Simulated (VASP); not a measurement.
# GaP (rocksalt type) (Fm-3m) in VASP: relaxation of cell and atoms with PBE

Aim: the relaxation of cell and atoms of GaP (rocksalt type) with PBE.

All numbers are computed with VASP 6.6.1; they aren't measurements. Logs are shortened: lines on timing, memory, paths and dates and some standing lists are left out, and cuts for length are marked.

## (1) The cell of the first run

Symmetry: Fm-3m, No. 225, cubic system. The conventional cell has a = 4.694 Å, b = 4.694 Å, c = 4.694 Å, α = 90.00°, β = 90.00°, γ = 90.00°. Within 3.1 Å of Ga (site symmetry m-3m) lie 6 P at 2.35 Å. P (site symmetry m-3m) has 6 Ga at 2.35 Å within 3.1 Å.

## (2) Relaxation of cell and atoms, PBE

Contents of INCAR:

```
PREC = Accurate
ENCUT = 600
EDIFF = 1E-6
ISMEAR = -1
SIGMA = 0.1
LREAL = False
LASPH = True
NELM = 60
ALGO = Normal
ISIF = 3
LWAVE = False
LCHARG = False
GGA = PE
IBRION = 2
NSW = 60
EDIFFG = -0.005
```

Contents of KPOINTS:

```
Automatic mesh
0
Gamma
  14 14 14
```

Contents of POSCAR:

```
GaP
1.0
    0.0000000000      2.3472160896      2.3472160896
    2.3472160896      0.0000000000      2.3472160896
    2.3472160896      2.3472160896      0.0000000000
Ga P
1 1
Direct
    0.0000000000      0.0000000000      0.0000000000
    0.5000000000      0.5000000000      0.5000000000
```

Potentials or basis: VASP PAW PBE potentials, release 64 (Ga_d, P).

Started as:

```sh
$ cat potpaw_PBE.64/Ga_d/POTCAR potpaw_PBE.64/P/POTCAR > POTCAR
$ mpirun -np 1 vasp_std > vasp.out
```

OUTCAR:

```text
PREC = Accurate
   ENCUT = 600
   EDIFF = 1E-6
   ISMEAR = -1
   LREAL = False
   LASPH = True
   NELM = 60
   ISIF = 3
   GGA = PE
   IBRION = 2
   NSW = 60
   EDIFFG = -0.005

 ion  position               nearest neighbor table
   1  0.000  0.000  0.000-   2 2.35   2 2.35   2 2.35   2 2.35   2 2.35   2 2.35
   2  0.500  0.500  0.500-   1 2.35   1 2.35   1 2.35   1 2.35   1 2.35   1 2.35

  LATTYP: Found a face centered cubic cell.
 ALAT       =     4.6944321792

  Lattice vectors:

 A1 = (   0.0000000000,   2.3472160896,   2.3472160896)
 A2 = (   2.3472160896,   0.0000000000,   2.3472160896)
 A3 = (   2.3472160896,   2.3472160896,   0.0000000000)

Analysis of symmetry for initial positions (statically):
=====================================================================
 Subroutine PRICEL returns:
 Original cell was already a primitive cell.

 Routine SETGRP: Setting up the symmetry group for a
 face centered cubic supercell.

 Subroutine GETGRP returns: Found 48 space group operations
 (whereof 48 operations were pure point group operations)
 out of a pool of 48 trial point group operations.

The static configuration has the point symmetry O_h .

Analysis of symmetry for dynamics (positions and initial velocities):
=====================================================================
 Subroutine PRICEL returns:
 Original cell was already a primitive cell.

 Routine SETGRP: Setting up the symmetry group for a
 face centered cubic supercell.

 Subroutine GETGRP returns: Found 48 space group operations
 (whereof 48 operations were pure point group operations)
 out of a pool of 48 trial point group operations.

The dynamic configuration has the point symmetry O_h .

 Subroutine INISYM returns: Found 48 space group operations
 (whereof 48 operations are pure point group operations),
 and found     1 'primitive' translations

----------------------------------------------------------------------------------------

                                     Primitive cell

  volume of cell :      25.8636

  direct lattice vectors                    reciprocal lattice vectors
     0.000000000  2.347216090  2.347216090    -0.213018308  0.213018308  0.213018308
     2.347216090  0.000000000  2.347216090     0.213018308 -0.213018308  0.213018308
     2.347216090  2.347216090  0.000000000     0.213018308  0.213018308 -0.213018308

  length of vectors
     3.319464828  3.319464828  3.319464828     0.368958532  0.368958532  0.368958532

  position of ions in fractional coordinates (direct lattice)
[... 64 lines left out ...]
   dimension x,y,z NGX =    28 NGY =   28 NGZ =   28
   dimension x,y,z NGXF=    56 NGYF=   56 NGZF=   56
   ions per type =               1   1
   NGX,Y,Z   is equivalent  to a cutoff of  14.02, 14.02, 14.02 a.u.
   NGXF,Y,Z  is equivalent  to a cutoff of  28.05, 28.05, 28.05 a.u.
 SYSTEM =  unknown system
   PREC   = accura    normal or accurate (medium, high low for compatibility)
   ISTART =      0    job   : 0-new  1-cont  2-samecut
   ICHARG =      2    charge: 1-file 2-atom 10-const
   ISPIN  =      1    spin polarized calculation?
   LNONCOLLINEAR =      F non collinear calculations
   LSORBIT =      F    spin-orbit coupling
   LASPH  =      T    aspherical Exc in radial PAW
   ENCUT  =  600.0 eV  44.10 Ry    6.64 a.u.   6.63  6.63  6.63*2*pi/ulx,y,z
   NELM   =     60;   NELMIN=  2; NELMDL= -5     # of ELM steps
   EDIFF  = 0.1E-05   stopping-criterion for ELM
   LREAL  =      F    real-space projection
   EDIFFG = -.5E-02   stopping-criterion for IOM
   NSW    =     60    number of steps for IOM
   IBRION =      2    ionic relax: 0-MD 1-quasi-New 2-CG
   NFREE  =      1    steps in history (QN), initial steepest desc. (CG)
   ISIF   =      3    stress and relaxation
   ISYM   =      2    0-nonsym 1-usesym 2-fastsym
   POTIM  = 0.5000    time-step for ionic-motion
   TEBEG  =    0.0;   TEEND  =   0.0 temperature during run
   PSTRESS=    0.0 pullay stress
   NELECT =      18.0000    total number of electrons
   NUPDOWN=      -1.0000    fix difference up-down
   EMIN   =  10.00;   EMAX   =-10.00  energy-range for DOS
   EFERMI =   0.00;   METHOD = LEGACY
   ISMEAR =    -1;   SIGMA  =   0.10  broadening in eV -4-tet -1-fermi 0-gaus
   EFERMI_NEDOS =   21; number of points for ismear=-14 and -15
   IALGO  =     38    algorithm
   IMIX   =      4    mixing-type and parameters
     AMIX     =   0.40;   BMIX     =  1.00
     AMIX_MAG =   1.60;   BMIX_MAG =  1.00
  volume/ion in A,a.u.               =      12.93        87.27
  Fermi-wavevector in a.u.,A,eV,Ry     =   1.450783  2.741583 28.637170  2.104773
  Thomas-Fermi vector in A             =   2.568356
   LORBIT       =      0    0 simple, 1 ext, 2 COOP (PROOUT), +10 PAW based schemes
   GGA     = PE    functional components
   LHFCALC =     F    Hartree Fock is set to
   AEXX    =    0.0000 exact exchange contribution
   IVDW    =     0    specifies the selected vdW correction
   LEPSILON=     F    determine dielectric tensor
   LRPA    =     F    only Hartree local field effects (RPA)
 conjugate gradient relaxation of ions
 non-spin polarized calculation
  energy-cutoff  :      600.00
  volume of cell :       25.86
 maximum number of plane-waves:       886
   NGX = 13   NGY = 13   NGZ = 13

--------------------------------------- Ionic step        1  -------------------------------------------

 number of electron      18.0000004 magnetization

 Free energy of the ion-electron system (eV)
  ---------------------------------------------------
  ext. energy  EPLUGINS =         0.00000000
  ---------------------------------------------------
  free energy    TOTEN  =        -7.35743730 eV

  energy without entropy =       -7.33218699  energy(sigma->0) =       -7.34481214

 E-fermi :  10.1924     XC(G=0): -12.3685

 val. band max:       10.1746981309   @ k =   0.3571   0.0000   0.0000
 cond. band min:      10.2088039312   @ k =  -0.4286   0.0714   0.0000
 fundamental gap:      0.0341058003
 Fermi energy:        10.1924085168
[... 878 lines left out ...]
  FREE ENERGIE OF THE ION-ELECTRON SYSTEM (eV)
  ---------------------------------------------------
  free  energy   TOTEN  =        -8.3281025619 eV

  energy  without entropy=       -8.2939764160  energy(sigma->0) =       -8.31103949

[... ionic steps 4 to 17 ...]

--------------------------------------- Ionic step       18  -------------------------------------------

 number of electron      18.0000009 magnetization

------------------------ aborting loop because EDIFF is reached ----------------------------------------
[... 67 lines left out ...]
--------------------------------------- Ionic step       20  -------------------------------------------

 number of electron      18.0000009 magnetization

 Free energy of the ion-electron system (eV)
  ---------------------------------------------------
  ext. energy  EPLUGINS =         0.00000000
  ---------------------------------------------------
  free energy    TOTEN  =        -8.32813275 eV

  energy without entropy =       -8.29407905  energy(sigma->0) =       -8.31110590

 E-fermi :   6.4198     XC(G=0): -10.9590

 val. band max:        6.4006454835   @ k =   0.2857   0.0000   0.0000
 cond. band min:       6.4524955215   @ k =   0.3571   0.1429   0.0714
 fundamental gap:      0.0518500379
 Fermi energy:         6.4197603158
[... 413 lines left out ...]
  FREE ENERGIE OF THE ION-ELECTRON SYSTEM (eV)
  ---------------------------------------------------
  free  energy   TOTEN  =        -8.3281327456 eV

  energy  without entropy=       -8.2940790545  energy(sigma->0) =       -8.31110590

 reached required accuracy - stopping structural energy minimisation
```

OSZICAR:

```text
N       E                     dE             d eps       ncg     rms          rms(c)
DAV:   1     0.788141609305E+02    0.78814E+02   -0.10170E+04  2872   0.252E+03
[... 119 lines left out ...]
       N       E                     dE             d eps       ncg     rms          rms(c)
DAV:   1    -0.832863108247E+01   -0.53937E-03   -0.69149E-03  3249   0.168E+00    0.132E-01
DAV:   2    -0.832824327912E+01    0.38780E-03   -0.69981E-04  3434   0.634E-01    0.615E-02
DAV:   3    -0.832814188845E+01    0.10139E-03   -0.12136E-04  3464   0.229E-01    0.128E-02
DAV:   4    -0.832813407475E+01    0.78137E-05   -0.91181E-06  3411   0.439E-02    0.594E-03
DAV:   5    -0.832813270911E+01    0.13656E-05   -0.12438E-06  1452   0.181E-02    0.985E-04
DAV:   6    -0.832813274565E+01   -0.36537E-07   -0.12255E-07  1377   0.486E-03
  20 F= -.83281327E+01 E0= -.83111059E+01  d E =-.116170E-03
```

Run time: 4.7 min. Hardware: 1 thread of Intel Xeon 6975P-C (Granite Rapids), shared host; peak memory 0.2 GiB.

What came out:

```yaml
Free_energy: -8.3281 eV
Relaxed_volume: 17.19 Å³/atom
Relaxed_cell: a = 3.650 Å, b = 3.650 Å, c = 3.650 Å, α = 60.00°, β = 60.00°, γ = 60.00°
Space_group_after_relaxing_to_0.05_Å: Fm-3m (No. 225)
Energy_gained_by_relaxing: 485.3 meV/atom
Ionic_steps: 20
Pressure_after_relaxing: 0.0 GPa
Band_gap_on_the_k_mesh: zero (band 9 reaches 6.90 eV, above the bottom of band 10 at 3.75 eV)
```

Step by step:
```csv
step,energy change (eV),largest force (eV/Å),pressure (GPa),volume (Å³)
1,0.0000,0.0000,47.39,25.86
2,-0.5886,0.0000,-11.31,42.99
3,-0.9707,0.0000,-0.13,34.43
4,-0.9706,0.0000,0.29,34.25
5,-0.9706,0.0000,0.33,34.25
6,-0.9706,0.0000,0.26,34.25
7,-0.9706,0.0000,0.30,34.25
8,-0.9706,0.0000,0.31,34.25
9,-0.9706,0.0000,0.31,34.25
10,-0.9706,0.0000,0.31,34.25
11,-0.9706,0.0000,0.31,34.25
12,-0.9706,0.0000,0.31,34.25
13,-0.9706,0.0000,0.32,34.25
14,-0.9706,0.0000,0.32,34.26
15,-0.9706,0.0000,0.26,34.26
16,-0.9706,0.0000,0.19,34.28
17,-0.9707,0.0000,0.16,34.30
18,-0.9707,0.0000,0.08,34.35
19,-0.9707,0.0000,-0.15,34.45
20,-0.9707,0.0000,-0.04,34.38
```

Final structure:
```
CELL_PARAMETERS angstrom
0.00000 2.58087 2.58087
2.58087 0.00000 2.58087
2.58087 2.58087 0.00000
ATOMIC_POSITIONS crystal
Ga 0.00000 0.00000 0.00000
P 0.50000 0.50000 0.50000
```

Caveat: the volume moved by over 15 % at a fixed basis, so the end points are rough.
